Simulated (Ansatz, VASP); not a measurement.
## One calculation of GaN, two programs

```
Ga N
1.0
     3.18900    0.00000    0.00000
    -1.59450    2.76176    0.00000
     0.00000    0.00000    5.15389
Ga N
2 2
Direct
  0.33333 0.66667 0.99949
  0.66667 0.33333 0.49949
  0.33333 0.66667 0.37751
  0.66667 0.33333 0.87751
```

Alike in both runs: task single point; functional r2SCAN; k mesh 8 × 8 × 5; occupations gaussian, width 0.03 eV; no spin polarisation.

|  | VASP | Ansatz |
| --- | --- | --- |
| version | VASP 6.6.1 | Ansatz 0.2.0 |
| potentials or method | VASP PAW PBE potentials, release 64 (Ga_d, N) | scalar-relativistic, plane waves, PAW |
| plane-wave cutoff (eV) | 520 | 500 |
| valence electrons in the cell | 36 | 36 |

|  | VASP | Ansatz | Ansatz less VASP |
| --- | --- | --- | --- |
| gap on the k mesh at the Fermi level (eV) | 2.38 | 2.38 | +0.007 |
| least direct gap on the mesh (eV) | 2.38 | 2.38 | +0.007 |

VASP's potentials were made for PBE, not for r2SCAN. The functional is the same, so the differences come from potentials, cutoffs and numerics.
